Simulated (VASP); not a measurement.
Here is a VASP 6.6.1 calculation.

Contents of INCAR:

```
PREC = Accurate
ENCUT = 700
EDIFF = 1E-6
ISMEAR = 0
SIGMA = 0.05
LREAL = F
LASPH = T
NELM = 120
ALGO = Normal
ISIF = 2
LWAVE = F
LCHARG = F
GGA = PE
NBANDS = 18
GGA_COMPAT = F
```

File KPOINTS:

```
regular mesh
0
Gamma
  14 14 14
```

The input POSCAR:

```
MnO
1.0
    1.5390319197      0.8885604945      2.0128682215
   -1.5390319197      0.8885604945      2.0128682215
    0.0000000000     -1.7771209849      2.0128682232
Mn O
1 1
Direct
    1.0000000000      0.0000000000      0.0000000000
    0.5000000000      0.5000000000      0.5000000000
```

Potentials or basis: VASP PAW PBE potentials, release 64 (Mn_sv, O).

The run is started by

```sh
$ cat potpaw_PBE.64/Mn_sv/POTCAR potpaw_PBE.64/O/POTCAR > POTCAR
$ mpirun -np 1 vasp_std > vasp.out
```

(1) Predict the pressure.

(2) Estimate the band gap on the k mesh.

## Answers

(1) 4.2 GPa.

(2) zero (an odd number of electrons rules out a gap without spin polarisation).

Caveat: the cell stands under pressure; an odd number of electrons without spin polarisation forces a metal; a magnetic or distorted state may lie lower; the run has no spin polarisation, though such a crystal can be magnetic; semilocal functionals often make such compounds metallic where correlation or magnetic order opens a gap, which also shifts bond lengths.
